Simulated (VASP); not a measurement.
A run of VASP 6.6.1 is set up as follows.

The input INCAR:

```
SYSTEM = AlSi16
PREC = Accurate
ENCUT = 520
EDIFF = 1E-7
ISMEAR = -1
SIGMA = 0.02
LREAL = Auto
LASPH = .TRUE.
NELM = 150
ALGO = Normal
ISIF = 2
LWAVE = .FALSE.
LCHARG = .FALSE.
ISPIN = 2
MAGMOM = 0 0 0 0 0 0 0 0 0 0 0 0 0 0 0 0 0
LORBIT = 11
GGA = PE
IVDW = 12
NBANDS = 52
```

KPOINTS

```
Automatic mesh
0
G
  2 2 2
  0 0 0
```

File POSCAR:

```
AlSi16
1.0
    0.0000000000      5.4300000000      5.4300000000
    5.4300000000      0.0000000000      5.4300000000
    5.4300000000      5.4300000000      0.0000000000
Si Al
16 1
Direct
    0.0391804788     -0.0234714549     -0.0129558011
    0.1727071823      0.1229650092      0.0892449355
   -0.0104327808      0.0373020258      0.4321086556
    0.0872467772      0.1215930018      0.6205432781
    0.0569152855      0.4769705341     -0.0869337017
    0.1446132597      0.5812430939      0.1104511971
   -0.0193093923      0.4895672192      0.4991804788
    0.1337384899      0.6645303867      0.5160773481
    0.5401381215      0.0335635359     -0.0286095764
    0.6295211786      0.1656353591      0.1011970534
    0.4161325967     -0.0476979742      0.6122836096
    0.6043278085      0.1111786372      0.6001473297
    0.4938858195      0.4960589319      0.0778453039
    0.7042633517      0.6502117864      0.1271546961
    0.4847882136      0.5014364641      0.5162062615
    0.5538397790      0.5633793738      0.7410589319
    0.7182044199      0.7941160221      0.3438950276
```

Potentials or basis: VASP PAW PBE potentials, release 64 (Si, Al).

The run is started by

```sh
$ cat potpaw_PBE.64/Si/POTCAR potpaw_PBE.64/Al/POTCAR > POTCAR
$ mpirun -np 1 vasp_std > vasp.out
```

Task: Predict the net moment.

Result: 0.00 μB per cell.

Task: What does it give for the pressure?

Result: 1.4 GPa.

Task: Predict the largest force.

Result: 2.640 eV/Å.

Forces in eV/Å, atoms in the order of the input:
```
Si   0.205 -0.020 -0.905
Si  -1.556 -1.043  0.246
Si   1.174  0.688 -1.891
Si   0.675 -0.984 -0.810
Si   1.543 -0.583  1.050
Si   0.329 -0.924  0.183
Si  -0.107 -0.563 -0.130
Si   0.730  1.392 -0.256
Si  -1.753 -0.628 -0.924
Si  -1.181  2.109  0.194
Si  -1.103  1.023  0.338
Si   1.159  0.611  1.531
Si   2.387  0.494  1.013
Si  -0.324 -0.618 -0.675
Si  -1.127 -0.169 -0.283
Si  -0.604 -0.570  0.809
Al  -0.448 -0.216  0.510
```

Caveat: the k points lie up to 0.50 Å⁻¹ apart; no moment was typed at the start, so none could form.
